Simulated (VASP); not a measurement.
A run of VASP 6.6.1 is set up as follows.

POSCAR

```
C
1.0
    1.2331880000      0.7119810000      8.2826150000
   -1.2331880000      0.7119810000      8.2826150000
    0.0000000000     -1.4239630000      8.2826150000
C
4
Direct
    0.9128270000      0.9128270000      0.9128270000
    0.2461500000      0.2461500000      0.2461500000
    0.7538500000      0.7538500000      0.7538500000
    0.0871730000      0.0871730000      0.0871730000
```

The input INCAR.step1:

```
SYSTEM = C
  ALGO = Normal
  EDIFF = 1E-4
  ENCUT = 520
  GGA = PE
  ISMEAR = -1
  LASPH = .True.
  LCHARG = .False.
  LREAL = .False.
  LWAVE = .True.
  NBANDS = 16
  NELM = 100
  PREC = Accurate
  SIGMA = 0.1
```

Contents of INCAR.step2:

```
SYSTEM = C
  ALGO = Normal
  EDIFF = 1E-7
  ENCUT = 520
  ISIF = 2
  ISMEAR = -1
  ISTART = 1
  LASPH = .True.
  LCHARG = .False.
  LMIXTAU = .True.
  LREAL = .False.
  LWAVE = .False.
  METAGGA = R2SCAN
  NBANDS = 16
  NELM = 100
  PREC = Accurate
  SIGMA = 0.1
```

KPOINTS

```
k-points
0
Gamma
  8 8 8
  0 0 0
```

Potentials or basis: VASP PAW PBE potentials, release 64 (C).

The run is started by

```sh
$ cat potpaw_PBE.64/C/POTCAR > POTCAR
$ cp INCAR.step1 INCAR
$ mpirun -np 1 vasp_std > vasp.out
$ cp INCAR.step2 INCAR
$ mpirun -np 1 vasp_std > vasp.out
```

Estimate the largest force.

0.009 eV/Å.

Predict the band gap on the k mesh.

1.81 eV, direct.

Estimate the pressure.

-2.5 GPa.

Forces on the atoms (eV/Å):
```
C    0.000  0.000 -0.001
C    0.000  0.000  0.009
C    0.000  0.000 -0.009
C    0.000  0.000  0.001
```

Caveat: the PAW data sets were made with another functional, which shifts forces and pressure a little. r2SCAN opens gaps a little over a GGA but as a rule still falls short of measured ones.
